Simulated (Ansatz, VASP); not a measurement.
## Ca3ScN2: VASP beside Ansatz

```
Ca Sc N
1.0
     5.14317    2.96941    2.27378
    -5.14317    2.96941    2.27378
     0.00000   -5.93882    2.27378
Ca Sc N
3 1 2
Direct
  0.32745 0.67255 0.50000
  0.50000 0.32745 0.67255
  0.67255 0.50000 0.32745
  0.00000 0.00000 0.00000
  0.29182 0.29182 0.29182
  0.70818 0.70818 0.70818
```

Alike in both runs: functional PBE; k mesh 6 × 6 × 6; occupations gaussian, width 0.1 eV; no spin polarisation.

Ansatz relaxed the structure, and its values are those at the end. VASP's run is a single point on that final structure, the one shown.

```csv
,VASP,Ansatz
version,VASP 6.6.1,Ansatz 0.2.0
potentials or method,"VASP PAW PBE potentials, release 64 (Ca_sv, Sc_sv, N), cutoff 520 eV","scalar-relativistic, plane waves, PAW"
valence electrons in the cell,51,51
```

|  | VASP | Ansatz | Ansatz less VASP |
| --- | --- | --- | --- |
| gap on the k mesh at the Fermi level (eV) | none | none | - |
| pressure (GPa) | 0.3 | 0.1 | -0.20 |
| rms of the force components (eV/Å) | 0.033 | 0.004 | -0.0290 |

A gap of «none» marks a metal or a gap that the smearing closes.
